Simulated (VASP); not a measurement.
# Tl (Im-3m) in VASP: a series of runs

Runs on Tl. Level: PBE. Tasks: single point.

All numbers are computed with VASP 6.6.1; they aren't measurements. Logs are shortened: lines on timing, memory, paths and dates and some standing lists are left out, and cuts for length are marked.

**1. The cell of the first run**

Symmetry: Im-3m, No. 229, cubic system. Conventional cell: a = 3.951 Å, b = 3.951 Å, c = 3.951 Å, α = 90.00°, β = 90.00°, γ = 90.00°. Within 4.5 Å of Tl (site symmetry m-3m) lie 14 Tl at 3.42 to 3.95 Å.

This isn't the form of Tl at room conditions, which is hcp.

**2. Single point, PBE**

INCAR reads:

```
ALGO = Normal ; EDIFF = 1E-6
ENCUT = 520 ; GGA = PE
ISIF = 2 ; ISMEAR = -1
LASPH = T ; LCHARG = F
LREAL = F ; LWAVE = F
NBANDS = 12 ; NELM = 100
PREC = Accurate ; SIGMA = 0.06122561905347299
```

KPOINTS reads:

```
k-points
0
Gamma
  13 13 13
```

POSCAR reads:

```
Tl
1.0
   -1.9754288232      1.9754288232      1.9754288232
    1.9754288232     -1.9754288232      1.9754288232
    1.9754288232      1.9754288232     -1.9754288232
Tl
1
Direct
    0.0000000000      0.0000000000      0.0000000000
```

Potentials or basis: VASP PAW PBE potentials, release 64 (Tl_d).

On the command line:

```bash
> cat potpaw_PBE.64/Tl_d/POTCAR > POTCAR
> mpirun -np 1 vasp_std > vasp.out
```

OUTCAR:

```text
EDIFF = 1E-6
   ENCUT = 520
   GGA = PE
   ISIF = 2
   ISMEAR = -1
   LASPH = T
   LREAL = F
   NELM = 100
   PREC = Accurate

 ion  position               nearest neighbor table
   1  0.000  0.000  0.000-

  LATTYP: Found a body centered cubic cell.
 ALAT       =     3.9508576464

  Lattice vectors:

 A1 = (  -1.9754288232,   1.9754288232,   1.9754288232)
 A2 = (   1.9754288232,  -1.9754288232,   1.9754288232)
 A3 = (   1.9754288232,   1.9754288232,  -1.9754288232)

Analysis of symmetry for initial positions (statically):
=====================================================================
 Subroutine PRICEL returns:
 Original cell was already a primitive cell.

 Routine SETGRP: Setting up the symmetry group for a
 body centered cubic supercell.

 Subroutine GETGRP returns: Found 48 space group operations
 (whereof 48 operations were pure point group operations)
 out of a pool of 48 trial point group operations.

The static configuration has the point symmetry O_h .

Analysis of symmetry for dynamics (positions and initial velocities):
=====================================================================
 Subroutine PRICEL returns:
 Original cell was already a primitive cell.

 Routine SETGRP: Setting up the symmetry group for a
 body centered cubic supercell.

 Subroutine GETGRP returns: Found 48 space group operations
 (whereof 48 operations were pure point group operations)
 out of a pool of 48 trial point group operations.

The dynamic configuration has the point symmetry O_h .

 Subroutine INISYM returns: Found 48 space group operations
 (whereof 48 operations are pure point group operations),
 and found     1 'primitive' translations

----------------------------------------------------------------------------------------

                                     Primitive cell

  volume of cell :      30.8350

  direct lattice vectors                    reciprocal lattice vectors
    -1.975428823  1.975428823  1.975428823     0.000000000  0.253109600  0.253109600
     1.975428823 -1.975428823  1.975428823     0.253109600  0.000000000  0.253109600
     1.975428823  1.975428823 -1.975428823     0.253109600  0.253109600  0.000000000

  length of vectors
     3.421543089  3.421543089  3.421543089     0.357951030  0.357951030  0.357951030

  position of ions in fractional coordinates (direct lattice)
     0.000000000  0.000000000  0.000000000

  ion indices of the primitive-cell ions
   primitive index   ion index
                 1           1

----------------------------------------------------------------------------------------

 KPOINTS: k-points

Automatic generation of k-mesh.
 Grid dimensions read from file:
 generate k-points for:   13   13   13

 Generating k-lattice:

  Cartesian coordinates                     Fractional coordinates (reciprocal lattice)
     0.000000000  0.019469969  0.019469969     0.076923077  0.000000000  0.000000000
     0.019469969  0.000000000  0.019469969     0.000000000  0.076923077  0.000000000
     0.019469969  0.019469969  0.000000000     0.000000000  0.000000000  0.076923077

  Length of vectors
     0.027534695  0.027534695  0.027534695

  Shift w.r.t. Gamma in fractional coordinates (k-lattice)
     0.000000000  0.000000000  0.000000000

 Subroutine IBZKPT returns following result:
 ===========================================

 Found     84 irreducible k-points:

 Following reciprocal coordinates:
            Coordinates               Weight
  0.000000  0.000000  0.000000      1.000000
  0.076923  0.000000  0.000000     12.000000
  0.153846  0.000000  0.000000     12.000000
  0.230769  0.000000  0.000000     12.000000
  0.307692  0.000000  0.000000     12.000000
  0.384615  0.000000  0.000000     12.000000
[... 16 lines left out ...]
  0.153846  0.076923  0.076923     24.000000
  0.230769  0.076923  0.076923     24.000000
 [... further k-points ...]
   k-points           NKPTS =     84   k-points in BZ     NKDIM =     84   number of bands    NBANDS=     12
   number of dos      NEDOS =    301   number of ions     NIONS =      1
   total plane-waves  NPLWV =  21952
   dimension x,y,z NGX =    28 NGY =   28 NGZ =   28
   dimension x,y,z NGXF=    56 NGYF=   56 NGZF=   56
   ions per type =               1
   NGX,Y,Z   is equivalent  to a cutoff of  13.60, 13.60, 13.60 a.u.
   NGXF,Y,Z  is equivalent  to a cutoff of  27.21, 27.21, 27.21 a.u.
 SYSTEM =  unknown system
   PREC   = accura    normal or accurate (medium, high low for compatibility)
   ISTART =      0    job   : 0-new  1-cont  2-samecut
   ICHARG =      2    charge: 1-file 2-atom 10-const
   ISPIN  =      1    spin polarized calculation?
   LNONCOLLINEAR =      F non collinear calculations
   LSORBIT =      F    spin-orbit coupling
   LASPH  =      T    aspherical Exc in radial PAW
   ENCUT  =  520.0 eV  38.22 Ry    6.18 a.u.   6.36  6.36  6.36*2*pi/ulx,y,z
   NELM   =    100;   NELMIN=  2; NELMDL= -5     # of ELM steps
   EDIFF  = 0.1E-05   stopping-criterion for ELM
   LREAL  =      F    real-space projection
   EDIFFG = 0.1E-04   stopping-criterion for IOM
   NSW    =      0    number of steps for IOM
   IBRION =     -1    ionic relax: 0-MD 1-quasi-New 2-CG
   NFREE  =      0    steps in history (QN), initial steepest desc. (CG)
   ISIF   =      2    stress and relaxation
   ISYM   =      2    0-nonsym 1-usesym 2-fastsym
   POTIM  = 0.5000    time-step for ionic-motion
   TEBEG  =    0.0;   TEEND  =   0.0 temperature during run
   PSTRESS=    0.0 pullay stress
   NELECT =      13.0000    total number of electrons
   NUPDOWN=      -1.0000    fix difference up-down
   EMIN   =  10.00;   EMAX   =-10.00  energy-range for DOS
   EFERMI =   0.00;   METHOD = LEGACY
   ISMEAR =    -1;   SIGMA  =   0.06  broadening in eV -4-tet -1-fermi 0-gaus
   EFERMI_NEDOS =   21; number of points for ismear=-14 and -15
   IALGO  =     38    algorithm
   IMIX   =      4    mixing-type and parameters
     AMIX     =   0.40;   BMIX     =  1.00
     AMIX_MAG =   1.60;   BMIX_MAG =  1.00
  volume/ion in A,a.u.               =      30.84       208.08
  Fermi-wavevector in a.u.,A,eV,Ry     =   1.227556  2.319744 20.502526  1.506893
  Thomas-Fermi vector in A             =   2.362515
   LORBIT       =      0    0 simple, 1 ext, 2 COOP (PROOUT), +10 PAW based schemes
   GGA     = PE    functional components
   LHFCALC =     F    Hartree Fock is set to
   AEXX    =    0.0000 exact exchange contribution
   IVDW    =     0    specifies the selected vdW correction
   LEPSILON=     F    determine dielectric tensor
   LRPA    =     F    only Hartree local field effects (RPA)
 non-spin polarized calculation
  energy-cutoff  :      520.00
  volume of cell :       30.84
 maximum number of plane-waves:       852
 NGX is ok and might be reduce to    28
   NGX = 13   NGY = 13   NGZ = 13

 number of electron      13.0000001 magnetization

 Free energy of the ion-electron system (eV)
  ---------------------------------------------------
  ext. energy  EPLUGINS =         0.00000000
  ---------------------------------------------------
  free energy    TOTEN  =        -2.22171380 eV

  energy without entropy =       -2.21360935  energy(sigma->0) =       -2.21766157

 E-fermi :   5.8065     XC(G=0):  -9.8208

 val. band max:        5.7895941509   @ k =  -0.3846  -0.4615   0.2308
 cond. band min:       5.8479910926   @ k =   0.2308   0.2308   0.2308
 fundamental gap:      0.0583969417
 Fermi energy:         5.8065224235

 k-point     1 :       0.0000    0.0000    0.0000
  band No.  band energies     occupation
      1      -5.7650      2.00000
      2      -5.7650      2.00000
      3      -5.7650      2.00000
      4      -5.4055      2.00000
      5      -5.4055      2.00000
      6      -3.7365      2.00000
      7      15.8687      0.00000
      8      15.8687      0.00000
      9      15.8687      0.00000
     10      17.9724      0.00000
     11      17.9724      0.00000
     12      17.9724      0.00000

 k-point     2 :       0.0769    0.0000    0.0000
  band No.  band energies     occupation
      1      -5.7737      2.00000
      2      -5.7582      2.00000
      3      -5.7333      2.00000
      4      -5.4151      2.00000
      5      -5.4058      2.00000
      6      -3.6114      2.00000
      7      14.5579      0.00000
      8      15.4192      0.00000
      9      15.6261      0.00000
     10      17.4181      0.00000
     11      17.8208      0.00000
     12      17.9097      0.00000

 k-point     3 :       0.1538    0.0000    0.0000
  band No.  band energies     occupation
      1      -5.7977      2.00000
      2      -5.7479      2.00000
      3      -5.6442      2.00000
      4      -5.4376      2.00000
      5      -5.4063      2.00000
      6      -3.2296      2.00000
      7      12.1445      0.00000
      8      14.4314      0.00000
      9      14.9678      0.00000
     10      16.7031      0.00000
     11      17.4947      0.00000
     12      18.1077      0.00000
[... 286 lines left out ...]
 k-point    23 :       0.1538    0.0769    0.0769
  band No.  band energies     occupation
      1      -5.8185      2.00000
      2      -5.7762      2.00000
      3      -5.4958      2.00000
      4      -5.4398      2.00000
      5      -5.4160      2.00000
      6      -2.3211      2.00000
      7       9.3871      0.00000
      8      11.9774      0.00000
      9      12.6709      0.00000
     10      18.2375      0.00000
     11      18.7301      0.00000
     12      19.0372      0.00000

 k-point    24 :       0.2308    0.0769    0.0769
  band No.  band energies     occupation
      1      -5.8515      2.00000
      2      -5.7820      2.00000
      3      -5.4482      2.00000
      4      -5.4101      2.00000
      5      -5.3904      2.00000
      6      -1.4310      2.00000
      7       7.3388      0.00000
      8      10.8907      0.00000
      9      12.0148      0.00000
     10      17.8809      0.00000
     11      18.5919      0.00000
     12      19.9430      0.00000

 [... further k-points ...]
[... 5 lines left out ...]
  --------------------------------------------------------------------------------------
  -------------------------------------------------------------------------------------
  Total        0.0921283      0.0921283      0.0921283      0.0000000      0.0000000     -0.0000000
  in kB        4.7869581      4.7869581      4.7869581      0.0000000      0.0000000     -0.0000000
  external PRESSURE =       4.7869581 kB  Pullay stress =       0.0000000 kB

 VOLUME and BASIS-vectors are now :
 -----------------------------------------------------------------------------
  energy-cutoff  :      520.00
  volume of cell :       30.84
      direct lattice vectors                 reciprocal lattice vectors
    -1.975428823  1.975428823  1.975428823     0.000000000  0.253109600  0.253109600
     1.975428823 -1.975428823  1.975428823     0.253109600  0.000000000  0.253109600
     1.975428823  1.975428823 -1.975428823     0.253109600  0.253109600  0.000000000

 POSITION                                       TOTAL-FORCE (eV/Angst)
 -----------------------------------------------------------------------------------
      0.00000      0.00000      0.00000         0.000000      0.000000     -0.000000
 -----------------------------------------------------------------------------------
    total drift:                               -0.000000      0.000000      0.000000

  FREE ENERGIE OF THE ION-ELECTRON SYSTEM (eV)
  ---------------------------------------------------
  free  energy   TOTEN  =        -2.2217137967 eV

  energy  without entropy=       -2.2136093483  energy(sigma->0) =       -2.21766157
```

It took 20 s on 1 thread of AMD EPYC 7R13 (Zen 3), shared host; peak memory 0.14 GiB.

What came out:

* Free energy: -2.2217 eV
* Pressure: 0.5 GPa
* Band gap on the k mesh: zero (an odd number of electrons rules out a gap without spin polarisation)

Caveat: spin-orbit coupling is left out, which moves the levels of the heavy elements.

**3. Single point, PBE**

INCAR reads:

```
SYSTEM = Tl
  ALGO = Normal
  EDIFF = 1E-6
  ENCUT = 520
  GGA = PE
  ISIF = 2
  ISMEAR = -1
  LASPH = .True.
  LCHARG = .False.
  LREAL = .False.
  LWAVE = .False.
  NBANDS = 12
  NELM = 60
  PREC = Accurate
  SIGMA = 0.06122561905347299
```

KPOINTS reads:

```
k-points
0
Gamma
  13 13 13
  0 0 0
```

POSCAR is that of step 2.

Potentials or basis: VASP PAW PBE potentials, release 64 (Tl_d).

On the command line:

```bash
> cat potpaw_PBE.64/Tl_d/POTCAR > POTCAR
> mpirun -np 1 vasp_std > vasp.out
```

It took 21 s on 1 thread of AMD EPYC 7R13 (Zen 3), shared host; peak memory 0.14 GiB.

The run converged. Its results:

* Free energy: -2.2217 eV
* Pressure: 0.5 GPa
* Band gap on the k mesh: zero (an odd number of electrons rules out a gap without spin polarisation)

Levels at points of the mesh, in eV from the Fermi level:
```
           k point  band 2  band 3  band 4  band 5  band 6  band 7  band 8  band 9  band 10  band 11
(0.00, 0.00, 0.00)  -11.57  -11.57  -11.21  -11.21   -9.54   10.06   10.06   10.06    12.17    12.17
```

Caveat: spin-orbit coupling is left out, which moves the levels of the heavy elements.

**4. Single point, PBE**

This run uses another cell than the first one, of 31.46 Å³/atom.

INCAR reads:

```
SYSTEM = Tl
  ALGO = Normal
  EDIFF = 1E-7
  ENCUT = 520
  GGA = PE
  ISIF = 2
  ISMEAR = -1
  LASPH = .TRUE.
  LCHARG = .TRUE.
  LELF = .TRUE.
  LREAL = .FALSE.
  LVHAR = .TRUE.
  LWAVE = .FALSE.
  NBANDS = 12
  NELM = 100
  PREC = Accurate
  SIGMA = 0.06122561905347299
```

KPOINTS reads:

```
k-points
0
G
  13 13 13
  0 0 0
```

POSCAR reads:

```
Tl
1.0
   -1.9887767201      1.9887767201      1.9887767201
    1.9887767201     -1.9887767201      1.9887767201
    1.9887767201      1.9887767201     -1.9887767201
Tl
1
Direct
    0.0000000000      0.0000000000      0.0000000000
```

On the command line:

```bash
> cat potpaw_PBE.64/Tl_d/POTCAR > POTCAR
> mpirun -np 1 vasp_std > vasp.out
```

Wall time 21 s (1 thread of AMD EPYC 7R13 (Zen 3), shared host); peak memory 0.14 GiB.

It converged, with:

| Item | Value |
| --- | --- |
| Free energy | -2.2228 eV |
| Pressure | -0.1 GPa |
| Band gap on the k mesh | zero (an odd number of electrons rules out a gap without spin polarisation) |

Levels at points of the mesh, in eV from the Fermi level:
| k point | band 4 | band 5 | band 6 | band 7 | band 8 | band 9 |
| --- | --- | --- | --- | --- | --- | --- |
| (0.00, 0.00, 0.00) | -11.21 | -11.21 | -9.42 | 9.85 | 9.85 | 9.85 |

Caveat: spin-orbit coupling is left out, which moves the levels of the heavy elements.
